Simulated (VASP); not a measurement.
Runs of VASP 6.6.1 on NaI. Symmetry: Pm-3m, No. 221, cubic system. The conventional cell has a = 4.041 Å, b = 4.041 Å, c = 4.041 Å, α = 90.00°, β = 90.00°, γ = 90.00°. Na (site symmetry m-3m) has 8 I at 3.50 Å and 6 Na at 4.04 Å within 4.6 Å. I (site symmetry m-3m) has 8 Na at 3.50 Å and 6 I at 4.04 Å within 4.6 Å. 

| level | potentials or basis | k mesh | grid for exact exchange (PRECFOCK) | share of exact exchange | screening parameter | gap on the mesh (eV) | pressure (GPa) |
| --- | --- | --- | --- | --- | --- | --- | --- |
| LDA | VASP PAW LDA potentials, release 64 (Na_pv, I) | 4 × 4 × 4 | - | - | - | 2.03 | -1.5 |
| PBE | VASP PAW PBE potentials, release 64 (Na_pv, I) | 4 × 4 × 4 | - | - | - | 2.29 | (c) |
| HSE06 | VASP PAW PBE potentials, release 64 (Na_pv, I) | 4 × 4 × 4 | Normal | 0.25 | 0.2079 1/Å | (b) | 0.2 |
| PBE | VASP PAW PBE potentials, release 64 (Na_pv, I) | 6 × 6 × 6 | - | - | - | (a) | 0.3 |
| r2SCAN | VASP PAW PBE potentials, release 64 (Na_pv, I) | 4 × 4 × 4 | - | - | - | 3.06 | 0.2 |

Alike in all rows: task single point; no spin polarisation; cell as given; cutoff (eV) 520; smearing gaussian 0.01 eV.

Problem. Estimate the missing entries.

Solution. (a) 2.30; (b) 3.22; (c) 0.5.

Caveats: the structure was generated, so it needn't be the stable form of NaI; spin-orbit coupling is left out, which moves the levels of the heavy elements; the PAW data sets were made with another functional, which shifts forces and pressure a little (at least some runs).

A k mesh can miss the band edges, and the runs leave out spin-orbit coupling on I.
